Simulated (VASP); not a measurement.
# NbAl7N8 in VASP: a series of runs

Runs on NbAl7N8. Level: PBEsol+U. Tasks: single point.

All numbers are computed with VASP 6.6.1; they aren't measurements. Logs are shortened: lines on timing, memory, paths and dates and some standing lists are left out, and cuts for length are marked.

**1. The cell of the first run**

The typed cell holds 16 atoms: a = 6.220 Å, b = 6.220 Å, c = 4.980 Å, α = 90.00°, β = 90.00°, γ = 120.00°.

**2. Single point, PBEsol+U, collinear spin, ferromagnetic start**

Input file INCAR:

```
SYSTEM = NbAl7N8
PREC = Accurate
ENCUT = 520
EDIFF = 1E-6
ISMEAR = 0
SIGMA = 0.05
LREAL = Auto
LASPH = .True.
NELM = 150
ALGO = Normal
ISIF = 2
LWAVE = .False.
LCHARG = .False.
ISPIN = 2
MAGMOM = 2 0 0 0 0 0 0 0 0 0 0 0 0 0 0 0
LORBIT = 11
LMAXMIX = 4
LDAU = .True.
LDAUTYPE = 2
LDAUL = 2 -1 -1
LDAUU = 2 0 0
LDAUJ = 0 0 0
LDAUPRINT = 1
GGA = PS
NBANDS = 55
```

Input file KPOINTS:

```
Automatic mesh
0
Gamma
  3 3 4
  0 0 0
```

Input file POSCAR:

```
NbAl7N8
1.0
    6.2200009000      0.0000000000      0.0000000000
   -3.1100004000      5.3866788000      0.0000000000
    0.0000000000      0.0000000000      4.9800000000
Nb Al N
1 7 8
Direct
    0.3338417743      0.1666276143      0.9651237301
    0.3342406972      0.6668325378      0.0049829633
    0.8337097530      0.1663245265      0.0050034951
    0.8336936286      0.6668201850      0.0050110067
    0.1637037653      0.3368497293      0.4970635264
    0.1636873568      0.8262611323      0.4970751282
    0.6742438362      0.3368391606      0.4970901299
    0.6672381422      0.8333371740      0.5015561599
    0.3338759008      0.1666459026      0.4321118678
    0.3365163943      0.6679721355      0.3802378052
    0.8325784308      0.1640550719      0.3802522820
    0.8325734744      0.6679534474      0.3802579307
    0.1519303112      0.3486090891      0.8740846827
    0.1519190416      0.8027449092      0.8741002976
    0.6977341548      0.3485889324      0.8741258016
    0.6672264891      0.8333369640      0.8824691579
```

Potentials or basis: VASP PAW PBE potentials, release 64 (Nb_sv, Al, N).

Command:

```
> cat potpaw_PBE.64/Nb_sv/POTCAR potpaw_PBE.64/Al/POTCAR potpaw_PBE.64/N/POTCAR > POTCAR
> mpirun -np 1 vasp_std > vasp.out
```

OUTCAR:

```text
SYSTEM = NbAl7N8
   PREC = Accurate
   ENCUT = 520
   EDIFF = 1E-6
   ISMEAR = 0
   LREAL = Auto
   LASPH = .True.
   NELM = 150
   ISIF = 2
   ISPIN = 2
   LORBIT = 11
   GGA = PS

 ion  position               nearest neighbor table
   1  0.334  0.167  0.965-  14 2.01  15 2.01  13 2.01   9 2.33   6 2.97   5 2.97   7 2.97   4 3.12
                             3 3.12   2 3.12   2 3.12   3 3.12   4 3.12
   2  0.334  0.667  0.005-  13 1.84  14 1.84  10 1.87  16 1.89   5 3.03   6 3.03   8 3.05   8 3.08
                             6 3.09   5 3.09   4 3.11   3 3.11   3 3.11   4 3.11   1 3.12   1 3.12
   3  0.834  0.166  0.005-  13 1.84  15 1.84  11 1.87  16 1.89   5 3.03   7 3.03   8 3.05   8 3.08
                             7 3.09   5 3.09   2 3.11   4 3.11   4 3.11   2 3.11   1 3.12   1 3.12
   4  0.834  0.667  0.005-  15 1.84  14 1.84  12 1.87  16 1.89   6 3.03   7 3.03   8 3.05   8 3.08
                             7 3.09   6 3.09   2 3.11   3 3.11   3 3.11   2 3.11   1 3.12   1 3.12
   5  0.164  0.337  0.497-   9 1.86  11 1.88  10 1.88  13 1.88   1 2.97   3 3.03   2 3.03   6 3.04
                             7 3.04   2 3.09   3 3.09   8 3.11   8 3.11   7 3.18   6 3.18
   6  0.164  0.826  0.497-   9 1.86  12 1.88  10 1.88  14 1.88   1 2.97   4 3.03   2 3.03   5 3.04
                             7 3.04   2 3.09   4 3.09   8 3.11   8 3.11   7 3.18   5 3.18
   7  0.674  0.337  0.497-   9 1.86  12 1.88  11 1.88  15 1.88   1 2.97   4 3.03   3 3.03   6 3.04
                             5 3.04   3 3.09   4 3.09   8 3.11   8 3.11   5 3.18   6 3.18
   8  0.667  0.833  0.502-  12 1.88  11 1.88  10 1.88  16 1.90   4 3.05   3 3.05   2 3.05   2 3.08
                             4 3.08   3 3.08   6 3.11   5 3.11   7 3.11   7 3.11   5 3.11   6 3.11
   9  0.334  0.167  0.432-   7 1.86   5 1.86   6 1.86   1 2.33
  10  0.337  0.668  0.380-   2 1.87   6 1.88   5 1.88   8 1.88
  11  0.833  0.164  0.380-   3 1.87   5 1.88   7 1.88   8 1.88
  12  0.833  0.668  0.380-   4 1.87   6 1.88   7 1.88   8 1.88
  13  0.152  0.349  0.874-   2 1.84   3 1.84   5 1.88   1 2.01
  14  0.152  0.803  0.874-   4 1.84   2 1.84   6 1.88   1 2.01
  15  0.698  0.349  0.874-   4 1.84   3 1.84   7 1.88   1 2.01
  16  0.667  0.833  0.882-   2 1.89   4 1.89   3 1.89   8 1.90

  LATTYP: Found a hexagonal cell.
 ALAT       =     6.2200009000
 C/A-ratio  =     0.8006429710

  Lattice vectors:

 A1 = (   6.2200009000,   0.0000000000,   0.0000000000)
 A2 = (  -3.1100004000,   5.3866788000,   0.0000000000)
 A3 = (   0.0000000000,   0.0000000000,   4.9800000000)

Analysis of symmetry for initial positions (statically):
=====================================================================
 Subroutine PRICEL returns:
 Original cell was already a primitive cell.

 Routine SETGRP: Setting up the symmetry group for a
 hexagonal supercell.

 Subroutine GETGRP returns: Found  1 space group operations
 (whereof  1 operations were pure point group operations)
 out of a pool of 24 trial point group operations.

The static configuration has the point symmetry C_1 .

Analysis of symmetry for dynamics (positions and initial velocities):
=====================================================================
 Subroutine PRICEL returns:
 Original cell was already a primitive cell.

 Routine SETGRP: Setting up the symmetry group for a
 hexagonal supercell.

 Subroutine GETGRP returns: Found  1 space group operations
 (whereof  1 operations were pure point group operations)
 out of a pool of 24 trial point group operations.

The dynamic configuration has the point symmetry C_1 .

Analysis of structural, dynamic, and magnetic symmetry:
=====================================================================
 Subroutine PRICEL returns:
 Original cell was already a primitive cell.

 Routine SETGRP: Setting up the symmetry group for a
 hexagonal supercell.

 Subroutine GETGRP returns: Found  1 space group operations
 (whereof  1 operations were pure point group operations)
 out of a pool of 24 trial point group operations.

The overall configuration has the point symmetry C_1 .

 Subroutine INISYM returns: Found  1 space group operations
[... 156 lines left out ...]
  energy-cutoff  :      520.00
  volume of cell :      166.86
 maximum number of plane-waves:      4554
 NGX is ok and might be reduce to    48
   NGX = 23   NGY = 23   NGZ = 19

atom =   1  type =  1  l = 2

 onsite density matrix

spin component  1

  0.2321 -0.0000 -0.0000  0.0807 -0.0000
 -0.0000  0.6585 -0.0000  0.0000  0.0808
 -0.0000 -0.0000  0.1663 -0.0000  0.0000
  0.0807  0.0000 -0.0000  0.6585 -0.0001
 -0.0000  0.0808  0.0000 -0.0001  0.2321

spin component  2

  0.1731  0.0000 -0.0000 -0.0443  0.0000
  0.0000  0.0738  0.0000 -0.0000 -0.0443
 -0.0000  0.0000  0.1478  0.0000  0.0000
 -0.0443 -0.0000  0.0000  0.0738  0.0000
  0.0000 -0.0443  0.0000  0.0000  0.1731

 occupancies and eigenvectors

  o =  0.0569  v =  0.0000  0.0000  0.0000  0.0000  0.0000  0.3559  0.0245 -0.0000  0.9342  0.0092      0.0000  0.0000  0.0000  0.0000  0.0000  0.0000  0.0000  0.0000  0.0000  0.0000
  o =  0.0569  v =  0.0000  0.0000  0.0000  0.0000  0.0000 -0.0094  0.9341 -0.0001 -0.0244  0.3560      0.0000  0.0000  0.0000  0.0000  0.0000  0.0000  0.0000  0.0000  0.0000  0.0000
  o =  0.1478  v =  0.0000  0.0000  0.0000  0.0000  0.0000  0.0001  0.0001  1.0000 -0.0000 -0.0002      0.0000  0.0000  0.0000  0.0000  0.0000  0.0000  0.0000  0.0000  0.0000  0.0000
  o =  0.1663  v = -0.0001 -0.0001 -1.0000  0.0000  0.0002  0.0000  0.0000  0.0000  0.0000  0.0000      0.0000  0.0000  0.0000  0.0000  0.0000  0.0000  0.0000  0.0000  0.0000  0.0000
  o =  0.1900  v =  0.0000  0.0000  0.0000  0.0000  0.0000  0.5382  0.2912 -0.0002 -0.2051 -0.7639      0.0000  0.0000  0.0000  0.0000  0.0000  0.0000  0.0000  0.0000  0.0000  0.0000
  o =  0.1900  v =  0.0000  0.0000  0.0000  0.0000  0.0000 -0.7640  0.2050 -0.0000  0.2910 -0.5382      0.0000  0.0000  0.0000  0.0000  0.0000  0.0000  0.0000  0.0000  0.0000  0.0000
  o =  0.2173  v = -0.5820 -0.1453  0.0002  0.1066  0.7930  0.0000  0.0000  0.0000  0.0000  0.0000      0.0000  0.0000  0.0000  0.0000  0.0000  0.0000  0.0000  0.0000  0.0000  0.0000
  o =  0.2173  v =  0.7930 -0.1065  0.0001 -0.1450  0.5820  0.0000  0.0000  0.0000  0.0000  0.0000      0.0000  0.0000  0.0000  0.0000  0.0000  0.0000  0.0000  0.0000  0.0000  0.0000
  o =  0.6733  v = -0.1452 -0.5811  0.0000 -0.7937 -0.1063  0.0000  0.0000  0.0000  0.0000  0.0000      0.0000  0.0000  0.0000  0.0000  0.0000  0.0000  0.0000  0.0000  0.0000  0.0000
  o =  0.6733  v =  0.1064 -0.7937  0.0000  0.5811 -0.1454  0.0000  0.0000  0.0000  0.0000  0.0000      0.0000  0.0000  0.0000  0.0000  0.0000  0.0000  0.0000  0.0000  0.0000  0.0000

 number of electron      73.9999996 magnetization       2.0000055

 Free energy of the ion-electron system (eV)
  ---------------------------------------------------
  ext. energy  EPLUGINS =         0.00000000
  ---------------------------------------------------
  free energy    TOTEN  =      -126.26593237 eV

  energy without entropy =     -126.26593204  energy(sigma->0) =     -126.26593220

 E-fermi :  10.0774     XC(G=0): -11.4000

 val. band max:        9.9317831218   @ k =   0.3333   0.3333   0.5000
 cond. band min:      10.2230529936   @ k =   0.3333   0.3333   0.0000
 fundamental gap:      0.2912698718
 Fermi energy:        10.0774182752

 spin component 1

 k-point     1 :       0.0000    0.0000    0.0000
  band No.  band energies     occupation
      1     -46.2400      1.00000
      2     -22.6721      1.00000
      3     -22.6720      1.00000
      4     -22.4269      1.00000
      5      -8.5746      1.00000
      6      -6.6199      1.00000
[... 977 lines left out ...]
     48      14.3280      0.00000
     49      15.0908      0.00000
 Fermi energy:        10.0774182752

 spin component 2

 k-point     1 :       0.0000    0.0000    0.0000
  band No.  band energies     occupation
      1     -45.4120      1.00000
      2     -21.8630      1.00000
      3     -21.8630      1.00000
      4     -21.2492      1.00000
      5      -8.5286      1.00000
      6      -6.5860      1.00000
[... 977 lines left out ...]
     48      14.5577      0.00000
     49      15.3574      0.00000
 [bands above 49 left out]

------------------------ aborting loop because EDIFF is reached ----------------------------------------

  FORCE on cell =-STRESS in cart. coord.  units (eV):
  Direction    XX          YY          ZZ          XY          YZ          ZX
  --------------------------------------------------------------------------------------
  -------------------------------------------------------------------------------------
  Total       14.0430926     14.0437543      6.7530082     -0.0002428      0.0004281      0.0004670
  in kB      134.8442627    134.8506164     64.8435808     -0.0023316      0.0041103      0.0044838
  external PRESSURE =     111.5128200 kB  Pullay stress =       0.0000000 kB

 VOLUME and BASIS-vectors are now :
 -----------------------------------------------------------------------------
  energy-cutoff  :      520.00
  volume of cell :      166.86
      direct lattice vectors                 reciprocal lattice vectors
     6.220000900  0.000000000  0.000000000     0.160771681  0.092821572  0.000000000
    -3.110000400  5.386678800  0.000000000     0.000000000  0.185643146  0.000000000
     0.000000000  0.000000000  4.980000000     0.000000000  0.000000000  0.200803213

 POSITION                                       TOTAL-FORCE (eV/Angst)
 -----------------------------------------------------------------------------------
      1.55828      0.89757      4.80632         0.000712      0.001364      0.052007
      0.00513      3.59201      0.02482         0.032185      0.018975      0.045872
      4.66841      0.89594      0.02492         0.001306     -0.038690      0.045351
      3.11176      3.59195      0.02495        -0.034073      0.018448      0.044798
     -0.02937      1.81450      2.47538         0.002722     -0.002122     -0.048003
     -1.55154      4.45080      2.47543         0.001199      0.004062     -0.048880
[... 8 lines left out ...]
      3.25580      1.87774      4.35315         0.020777      0.011921     -0.029947
      1.55847      4.48892      4.39470        -0.000254      0.000194     -0.009049
 -----------------------------------------------------------------------------------
    total drift:                                0.001542     -0.004037      0.012439

  FREE ENERGIE OF THE ION-ELECTRON SYSTEM (eV)
  ---------------------------------------------------
  free  energy   TOTEN  =      -126.2659323661 eV

  energy  without entropy=     -126.2659320420  energy(sigma->0) =     -126.26593220

 total charge

# of ion       s       p       d       tot
------------------------------------------
    1        2.188   6.041   2.549  10.779
    2        0.375   0.470   0.000   0.845
    3        0.375   0.470   0.000   0.845
    4        0.375   0.470   0.000   0.845
    5        0.374   0.457   0.000   0.831
    6        0.374   0.457   0.000   0.831
[... 8 lines left out ...]
   15        1.234   2.655   0.000   3.889
   16        1.219   2.622   0.000   3.841
--------------------------------------------------
tot         14.601  30.382   2.549  47.533

 magnetization (x)

# of ion       s       p       d       tot
------------------------------------------
    1        0.010   0.012   1.289   1.311
    2        0.003   0.005   0.000   0.008
    3        0.003   0.005   0.000   0.008
    4        0.003   0.005   0.000   0.008
    5        0.005   0.005   0.000   0.010
    6        0.005   0.005   0.000   0.010
[... 8 lines left out ...]
   15       -0.000   0.014   0.000   0.014
   16        0.000   0.002   0.000   0.002
--------------------------------------------------
tot          0.035   0.110   1.289   1.434
```

Wall time 23 min (1 thread of Oxide Virtual Turin-like, shared host); peak memory 0.46 GiB.

What came out:

```yaml
Free_energy: -126.2659 eV
Pressure: 11.2 GPa
Largest_force: 0.060 eV/Å
Band_gap_on_the_k_mesh: 0.29 eV, indirect (least direct gap 0.66 eV)
Net_moment: 2.00 μB per cell
Site_moments: Nb +1.31; Al +0.01, +0.00; N +0.01, +0.00 μB
Valence_electrons_inside_the_program's_atomic_spheres: Nb 10.78; Al 0.84, 0.83, 0.82; N 3.81, 3.87, 3.89, 3.84
```

Forces on the atoms (eV/Å):
```
Nb   0.001  0.001  0.052
Al   0.032  0.019  0.046
Al   0.001 -0.039  0.045
Al  -0.034  0.018  0.045
Al   0.003 -0.002 -0.048
Al   0.001  0.004 -0.049
Al  -0.002 -0.002 -0.049
Al  -0.002  0.000 -0.012
N   -0.001  0.000  0.027
N   -0.011 -0.007  0.014
N    0.000  0.012  0.014
N    0.010 -0.005  0.014
N   -0.019  0.011 -0.030
N    0.000 -0.023 -0.030
N    0.021  0.012 -0.030
N    0.000  0.000 -0.009
```

Eigenvalues of the final occupation matrices:
```
    site  spin  trace               eigenvalues
site 1 d     1   1.95  0.17 0.22 0.22 0.67 0.67
site 1 d     2   0.64  0.06 0.06 0.15 0.19 0.19
```

Caveat: the PAW data sets were made with another functional, which shifts forces and pressure a little. The state reached can hang on the start; a lower one may exist.

**3. Single point, PBEsol+U, collinear spin**

Input file INCAR:

```
ALGO = Normal
EDIFF = 1E-7
ENCUT = 520
GGA = PS
ISIF = 2
ISMEAR = 0
ISPIN = 2
LASPH = True
LCHARG = False
LDAU = True
LDAUJ = 0 0 0
LDAUL = 2 -1 -1
LDAUPRINT = 1
LDAUTYPE = 2
LDAUU = 2 0 0
LMAXMIX = 4
LORBIT = 11
LREAL = Auto
LWAVE = False
MAGMOM = 0.84 0 0 0 0.01 0.01 0.01 0 0.01 0 0 0 0.02 0.02 0.02 0
NBANDS = 55
NELM = 150
PREC = Accurate
SIGMA = 0.05
```

Input file KPOINTS:

```
k-points
0
Gamma
  3 3 4
```

POSCAR is that of step 2.

Potentials or basis: VASP PAW PBE potentials, release 64 (Nb_sv, Al, N).

Command:

```
> cat potpaw_PBE.64/Nb_sv/POTCAR potpaw_PBE.64/Al/POTCAR potpaw_PBE.64/N/POTCAR > POTCAR
> mpirun -np 1 vasp_std > vasp.out
```

Wall time 16 min (1 thread of Oxide Virtual Turin-like, shared host); peak memory 0.45 GiB.

It converged, with:

* Free energy: -126.2659 eV
* Pressure: 11.2 GPa
* Largest force: 0.060 eV/Å
* Band gap on the k mesh: 0.29 eV, indirect (least direct gap 0.66 eV)
* Net moment: 2.00 μB per cell
* Site moments: Nb +1.31; Al +0.01, +0.00; N +0.01, +0.00 μB
* Valence electrons inside the program's atomic spheres: Nb 10.78; Al 0.84, 0.83, 0.82; N 3.81, 3.87, 3.89, 3.84

Forces in eV/Å, atoms in the order of the input:
```
Nb   0.001  0.001  0.052
Al   0.032  0.019  0.046
Al   0.001 -0.039  0.045
Al  -0.034  0.018  0.045
Al   0.003 -0.002 -0.048
Al   0.001  0.004 -0.049
Al  -0.002 -0.002 -0.049
Al  -0.002  0.000 -0.012
N   -0.001  0.000  0.027
N   -0.011 -0.006  0.014
N    0.000  0.012  0.014
N    0.010 -0.005  0.014
N   -0.019  0.011 -0.030
N    0.000 -0.023 -0.030
N    0.021  0.012 -0.030
N    0.000  0.000 -0.009
```

Stress tensor (GPa, compression positive):
```
13.48  0.00  0.00
 0.00 13.48  0.00
 0.00  0.00  6.48
```

Levels at points of the mesh, in eV from the valence-band top:
Spin up:
```csv
k point,band 34,band 35,band 36,band 37,band 38,band 39,band 40,band 41,band 42,band 43
"(0.00, 0.00, 0.00)",-3.80,-3.80,-3.55,-0.54,-0.54,0.47,0.98,0.98,1.01,2.55
"(0.00, 0.00, 0.50)",-4.34,-3.95,-3.95,-0.34,-0.34,0.79,0.79,1.65,1.89,1.89
```
Spin down:
```tsv
k point	band 32	band 33	band 34	band 35	band 36	band 37	band 38	band 39	band 40	band 41
(0.00, 0.00, 0.00)	-4.09	-4.09	-3.78	-3.78	-3.48	0.75	1.04	1.04	1.37	1.37
(0.00, 0.00, 0.50)	-4.51	-4.25	-4.25	-3.89	-3.89	0.99	0.99	1.72	1.72	1.86
```

Eigenvalues of the final occupation matrices:
| site | spin | trace | eigenvalues |
| --- | --- | --- | --- |
| site 1 d | 1 | 1.95 | 0.17 0.22 0.22 0.67 0.67 |
| site 1 d | 2 | 0.64 | 0.06 0.06 0.15 0.19 0.19 |

Caveat: the PAW data sets were made with another functional, which shifts forces and pressure a little. A k mesh can miss the band edges.
